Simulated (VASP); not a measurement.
# Al3Ga (Pm-3m) in VASP: single point with LDA

Aim: the single point of Al3Ga with LDA.

All numbers are computed with VASP 6.6.1; they aren't measurements. Logs are shortened: lines on timing, memory, paths and dates and some standing lists are left out, and cuts for length are marked.

### 1 The cell of the first run

Symmetry: Pm-3m, No. 221, cubic system. The conventional cell has a = 4.003 Å, b = 4.003 Å, c = 4.003 Å, α = 90.00°, β = 90.00°, γ = 90.00°. Within 3.7 Å of Al (site symmetry 4/mmm) lie 8 Al at 2.83 Å and 4 Ga at 2.83 Å. Within 3.7 Å of Ga (site symmetry m-3m) lie 12 Al at 2.83 Å.

### 2 Single point, LDA

File INCAR:

```
SYSTEM = Al3Ga
PREC     = Accurate       ! precision mode
ENCUT    = 520            ! plane-wave cutoff, eV
EDIFF    = 1E-7           ! SCF threshold, eV
ISMEAR   = 1              ! smearing method
SIGMA    = 0.15           ! smearing width, eV
LREAL    = .False.        ! projectors in reciprocal space
LASPH    = .True.         ! aspherical terms in the spheres
NELM     = 60             ! most SCF steps
ALGO     = Normal         ! electronic algorithm
ISIF     = 2              ! what is computed and relaxed
LWAVE    = .False.        ! write WAVECAR
LCHARG   = .False.        ! write CHGCAR
NBANDS   = 19             ! bands
```

File KPOINTS:

```
regular mesh
0
Gamma
  6 6 6
  0 0 0
```

File POSCAR:

```
Al3Ga
1.0
    4.0027918700      0.0000000000      0.0000000000
    0.0000000000      4.0027918700      0.0000000000
    0.0000000000      0.0000000000      4.0027918700
Al Ga
3 1
Direct
    0.5000000000      0.5000000000      0.0000000000
    0.0000000000      0.5000000000      0.5000000000
    0.5000000000      0.0000000000      0.5000000000
    0.0000000000      0.0000000000      0.0000000000
```

Potentials or basis: VASP PAW LDA potentials, release 64 (Al, Ga_d).

On the command line:

```
cat potpaw_LDA.64/Al/POTCAR potpaw_LDA.64/Ga_d/POTCAR > POTCAR
mpirun -np 1 vasp_std > vasp.out
```

OUTCAR:

```text
SYSTEM = Al3Ga
   PREC = Accurate
   ENCUT = 520
   EDIFF = 1E-7
   ISMEAR = 1
   LREAL = .False.
   LASPH = .True.
   NELM = 60
   ISIF = 2

 ion  position               nearest neighbor table
   1  0.500  0.500  0.000-   2 2.83   3 2.83   4 2.83   2 2.83   3 2.83   3 2.83   4 2.83   3 2.83
                             2 2.83   4 2.83   2 2.83   4 2.83
   2  0.000  0.500  0.500-   1 2.83   3 2.83   4 2.83   1 2.83   4 2.83   3 2.83   4 2.83   4 2.83
                             1 2.83   3 2.83   1 2.83   3 2.83
   3  0.500  0.000  0.500-   1 2.83   2 2.83   4 2.83   1 2.83   4 2.83   1 2.83   2 2.83   1 2.83
                             2 2.83   4 2.83   4 2.83   2 2.83
   4  0.000  0.000  0.000-   1 2.83   2 2.83   3 2.83   2 2.83   3 2.83   1 2.83   2 2.83   2 2.83
                             1 2.83   3 2.83   3 2.83   1 2.83

  LATTYP: Found a simple cubic cell.
 ALAT       =     4.0027918700

  Lattice vectors:

 A1 = (   4.0027918700,   0.0000000000,   0.0000000000)
 A2 = (   0.0000000000,   4.0027918700,   0.0000000000)
 A3 = (   0.0000000000,   0.0000000000,   4.0027918700)

Analysis of symmetry for initial positions (statically):
=====================================================================
 Subroutine PRICEL returns:
 Original cell was already a primitive cell.

 Routine SETGRP: Setting up the symmetry group for a
 simple cubic supercell.

 Subroutine GETGRP returns: Found 48 space group operations
 (whereof 48 operations were pure point group operations)
 out of a pool of 48 trial point group operations.

The static configuration has the point symmetry O_h .

Analysis of symmetry for dynamics (positions and initial velocities):
=====================================================================
 Subroutine PRICEL returns:
 Original cell was already a primitive cell.

 Routine SETGRP: Setting up the symmetry group for a
 simple cubic supercell.

 Subroutine GETGRP returns: Found 48 space group operations
 (whereof 48 operations were pure point group operations)
 out of a pool of 48 trial point group operations.

The dynamic configuration has the point symmetry O_h .

 Subroutine INISYM returns: Found 48 space group operations
 (whereof 48 operations are pure point group operations),
 and found     1 'primitive' translations

----------------------------------------------------------------------------------------

                                     Primitive cell

  volume of cell :      64.1341

  direct lattice vectors                    reciprocal lattice vectors
     4.002791870  0.000000000  0.000000000     0.249825630  0.000000000  0.000000000
     0.000000000  4.002791870  0.000000000     0.000000000  0.249825630  0.000000000
     0.000000000  0.000000000  4.002791870     0.000000000  0.000000000  0.249825630

  length of vectors
     4.002791870  4.002791870  4.002791870     0.249825630  0.249825630  0.249825630

  position of ions in fractional coordinates (direct lattice)
     0.500000000  0.500000000  0.000000000
     0.000000000  0.500000000  0.500000000
     0.500000000  0.000000000  0.500000000
     0.000000000  0.000000000  0.000000000

  ion indices of the primitive-cell ions
   primitive index   ion index
                 1           1
                 2           2
                 3           3
                 4           4

----------------------------------------------------------------------------------------

 KPOINTS: regular mesh

Automatic generation of k-mesh.
 Grid dimensions read from file:
 generate k-points for:    6    6    6

 Generating k-lattice:

  Cartesian coordinates                     Fractional coordinates (reciprocal lattice)
     0.041637605  0.000000000  0.000000000     0.166666667  0.000000000  0.000000000
     0.000000000  0.041637605  0.000000000     0.000000000  0.166666667  0.000000000
     0.000000000  0.000000000  0.041637605     0.000000000  0.000000000  0.166666667

  Length of vectors
     0.041637605  0.041637605  0.041637605

  Shift w.r.t. Gamma in fractional coordinates (k-lattice)
     0.000000000  0.000000000  0.000000000

 Subroutine IBZKPT returns following result:
 ===========================================

 Found     20 irreducible k-points:

 Following reciprocal coordinates:
            Coordinates               Weight
  0.000000  0.000000  0.000000      1.000000
  0.166667  0.000000  0.000000      6.000000
  0.333333  0.000000  0.000000      6.000000
  0.500000  0.000000  0.000000      3.000000
  0.166667  0.166667  0.000000     12.000000
  0.333333  0.166667  0.000000     24.000000
[... 12 lines left out ...]
  0.500000  0.500000  0.333333      6.000000
  0.500000  0.500000  0.500000      1.000000
   k-points           NKPTS =     20   k-points in BZ     NKDIM =     20   number of bands    NBANDS=     19
   number of dos      NEDOS =    301   number of ions     NIONS =      4
   total plane-waves  NPLWV =  27000
   dimension x,y,z NGX =    30 NGY =   30 NGZ =   30
   dimension x,y,z NGXF=    60 NGYF=   60 NGZF=   60
   ions per type =               3   1
   NGX,Y,Z   is equivalent  to a cutoff of  12.46, 12.46, 12.46 a.u.
   NGXF,Y,Z  is equivalent  to a cutoff of  24.92, 24.92, 24.92 a.u.
 SYSTEM =  Al3Ga
   PREC   = accura    normal or accurate (medium, high low for compatibility)
   ISTART =      0    job   : 0-new  1-cont  2-samecut
   ICHARG =      2    charge: 1-file 2-atom 10-const
   ISPIN  =      1    spin polarized calculation?
   LNONCOLLINEAR =      F non collinear calculations
   LSORBIT =      F    spin-orbit coupling
   LASPH  =      T    aspherical Exc in radial PAW
   ENCUT  =  520.0 eV  38.22 Ry    6.18 a.u.   7.44  7.44  7.44*2*pi/ulx,y,z
   NELM   =     60;   NELMIN=  2; NELMDL= -5     # of ELM steps
   EDIFF  = 0.1E-06   stopping-criterion for ELM
   LREAL  =      F    real-space projection
   EDIFFG = 0.1E-05   stopping-criterion for IOM
   NSW    =      0    number of steps for IOM
   IBRION =     -1    ionic relax: 0-MD 1-quasi-New 2-CG
   NFREE  =      0    steps in history (QN), initial steepest desc. (CG)
   ISIF   =      2    stress and relaxation
   ISYM   =      2    0-nonsym 1-usesym 2-fastsym
   POTIM  = 0.5000    time-step for ionic-motion
   TEBEG  =    0.0;   TEEND  =   0.0 temperature during run
   PSTRESS=    0.0 pullay stress
   NELECT =      22.0000    total number of electrons
   NUPDOWN=      -1.0000    fix difference up-down
   EMIN   =  10.00;   EMAX   =-10.00  energy-range for DOS
   EFERMI =   0.00;   METHOD = LEGACY
   ISMEAR =     1;   SIGMA  =   0.15  broadening in eV -4-tet -1-fermi 0-gaus
   EFERMI_NEDOS =   21; number of points for ismear=-14 and -15
   IALGO  =     38    algorithm
   IMIX   =      4    mixing-type and parameters
     AMIX     =   0.40;   BMIX     =  1.00
     AMIX_MAG =   1.60;   BMIX_MAG =  1.00
  volume/ion in A,a.u.               =      16.03       108.20
  Fermi-wavevector in a.u.,A,eV,Ry     =   1.146004  2.165633 17.868867  1.313325
  Thomas-Fermi vector in A             =   2.282690
   LORBIT       =      0    0 simple, 1 ext, 2 COOP (PROOUT), +10 PAW based schemes
   GGA     = CA    functional components
   LHFCALC =     F    Hartree Fock is set to
   AEXX    =    0.0000 exact exchange contribution
   IVDW    =     0    specifies the selected vdW correction
   LEPSILON=     F    determine dielectric tensor
   LRPA    =     F    only Hartree local field effects (RPA)
 non-spin polarized calculation
 Methfessel and Paxton  Order N= 1 SIGMA  =   0.15
  energy-cutoff  :      520.00
  volume of cell :       64.13
 maximum number of plane-waves:      1755
 NGX is ok and might be reduce to    30
   NGX = 15   NGY = 15   NGZ = 15

 number of electron      21.9999996 magnetization

 Free energy of the ion-electron system (eV)
  ---------------------------------------------------
  ext. energy  EPLUGINS =         0.00000000
  ---------------------------------------------------
  free energy    TOTEN  =       -16.18995185 eV

  energy without entropy =      -16.18536376  energy(sigma->0) =      -16.18842249

 E-fermi :   7.8193     XC(G=0): -10.8824

 val. band max:        7.6085916416   @ k =   0.3333   0.0000   0.0000
 cond. band min:       7.8514022784   @ k =   0.3333   0.3333   0.1667
 fundamental gap:      0.2428106368
 Fermi energy:         7.8193282789

 k-point     1 :       0.0000    0.0000    0.0000
  band No.  band energies     occupation
      1      -7.2488      2.00000
      2      -7.2488      2.00000
      3      -7.2229      2.00000
      4      -7.2229      2.00000
      5      -7.2229      2.00000
      6      -3.8024      2.00000
[... 11 lines left out ...]
     18      13.5028      0.00000
     19      13.8714      0.00000

 k-point     2 :       0.1667    0.0000    0.0000
  band No.  band energies     occupation
      1      -7.2478      2.00000
      2      -7.2412      2.00000
      3      -7.2261      2.00000
      4      -7.2261      2.00000
      5      -7.2225      2.00000
      6      -3.5453      2.00000
[... 11 lines left out ...]
     18      13.6479      0.00000
     19      14.0989      0.00000

 k-point     3 :       0.3333    0.0000    0.0000
  band No.  band energies     occupation
      1      -7.2457      2.00000
      2      -7.2326      2.00000
      3      -7.2326      2.00000
      4      -7.2263      2.00000
      5      -7.2218      2.00000
      6      -2.7782      2.00000
[... 11 lines left out ...]
     18      14.3434      0.00000
     19      14.7495      0.00000

 k-point     4 :       0.5000    0.0000    0.0000
  band No.  band energies     occupation
      1      -7.2447      2.00000
      2      -7.2358      2.00000
      3      -7.2358      2.00000
      4      -7.2214      2.00000
      5      -7.2190      2.00000
      6      -1.7261      2.00000
[... 11 lines left out ...]
     18      15.3962      0.00000
     19      15.7817      0.00000

 k-point     5 :       0.1667    0.1667    0.0000
  band No.  band energies     occupation
      1      -7.2437      2.00000
      2      -7.2365      2.00000
      3      -7.2301      2.00000
      4      -7.2259      2.00000
      5      -7.2255      2.00000
      6      -3.2883      2.00000
[... 11 lines left out ...]
     18      13.8884      0.00000
     19      15.6592      0.00000
[... 246 lines left out ...]
      2      -7.2459      2.00000
      3      -7.2459      2.00000
      4      -7.2091      2.00000
      5      -7.2091      2.00000
      6      -0.7510      2.00000
[... 11 lines left out ...]
     18      16.2942      0.00000
     19      16.2942      0.00000

 k-point    18 :       0.5000    0.3333    0.3333
  band No.  band energies     occupation
      1      -7.2523      2.00000
      2      -7.2507      2.00000
      3      -7.2456      2.00000
      4      -7.2087      2.00000
      5      -7.2007      2.00000
      6       0.2383      2.00000
[... 11 lines left out ...]
     18      17.2898      0.00000
     19      17.4655      0.00000

 k-point    19 :       0.5000    0.5000    0.3333
  band No.  band energies     occupation
      1      -7.2572      2.00000
      2      -7.2504      2.00000
      3      -7.2504      2.00000
      4      -7.2046      2.00000
      5      -7.1961      2.00000
      6       1.1112      2.00000
[... 11 lines left out ...]
     18      18.2575      0.00000
     19      18.2675      0.00000

 k-point    20 :       0.5000    0.5000    0.5000
  band No.  band energies     occupation
      1      -7.2559      2.00000
      2      -7.2559      2.00000
      3      -7.2559      2.00000
      4      -7.1960      2.00000
      5      -7.1960      2.00000
      6       1.8963      2.00000
[... 11 lines left out ...]
     18      19.3679      0.00000
     19      19.3755      0.00000

------------------------ aborting loop because EDIFF is reached ----------------------------------------

  FORCE on cell =-STRESS in cart. coord.  units (eV):
  Direction    XX          YY          ZZ          XY          YZ          ZX
  --------------------------------------------------------------------------------------
  -------------------------------------------------------------------------------------
  Total       -0.1134343     -0.1134343     -0.1134343      0.0000000     -0.0000000     -0.0000000
  in kB       -2.8337785     -2.8337785     -2.8337785      0.0000000     -0.0000000     -0.0000000
  external PRESSURE =      -2.8337785 kB  Pullay stress =       0.0000000 kB

 VOLUME and BASIS-vectors are now :
 -----------------------------------------------------------------------------
  energy-cutoff  :      520.00
  volume of cell :       64.13
      direct lattice vectors                 reciprocal lattice vectors
     4.002791870  0.000000000  0.000000000     0.249825630  0.000000000  0.000000000
     0.000000000  4.002791870  0.000000000     0.000000000  0.249825630  0.000000000
     0.000000000  0.000000000  4.002791870     0.000000000  0.000000000  0.249825630

 POSITION                                       TOTAL-FORCE (eV/Angst)
 -----------------------------------------------------------------------------------
      2.00140      2.00140      0.00000         0.000000      0.000000      0.000000
      0.00000      2.00140      2.00140         0.000000      0.000000      0.000000
      2.00140      0.00000      2.00140         0.000000      0.000000      0.000000
      0.00000      0.00000      0.00000         0.000000      0.000000      0.000000
 -----------------------------------------------------------------------------------
    total drift:                                0.000000     -0.000000      0.000000

  FREE ENERGIE OF THE ION-ELECTRON SYSTEM (eV)
  ---------------------------------------------------
  free  energy   TOTEN  =       -16.1899518484 eV

  energy  without entropy=      -16.1853637634  energy(sigma->0) =      -16.18842249
```

Run time: 7.3 s. Hardware: 1 thread of Intel Xeon 6975P-C (Granite Rapids), shared host; peak memory 0.15 GiB.

Results:

```yaml
Free_energy: -16.1900 eV
Pressure: -0.3 GPa
Band_gap_on_the_k_mesh: zero (band 11 reaches 9.08 eV, above the bottom of band 12 at 3.67 eV)
```

Levels at points of the mesh, in eV from the Fermi level:
```tsv
k point	band 7	band 8	band 9	band 10	band 11	band 12	band 13	band 14	band 15	band 16
(0.00, 0.00, 0.00)	-3.02	-3.02	-3.02	-2.60	-1.17	-1.17	5.49	5.49	5.49	5.68
(0.50, 0.00, 0.00)	-9.02	-0.98	-0.98	-0.55	-0.55	0.08	0.10	0.81	1.16	7.46
(0.50, 0.50, 0.00)	-6.80	-6.80	-6.58	1.02	1.26	1.77	1.77	2.35	2.75	2.75
(0.50, 0.50, 0.50)	-4.72	-4.72	-4.72	-4.64	-4.15	-4.15	-4.15	11.27	11.27	11.28
```
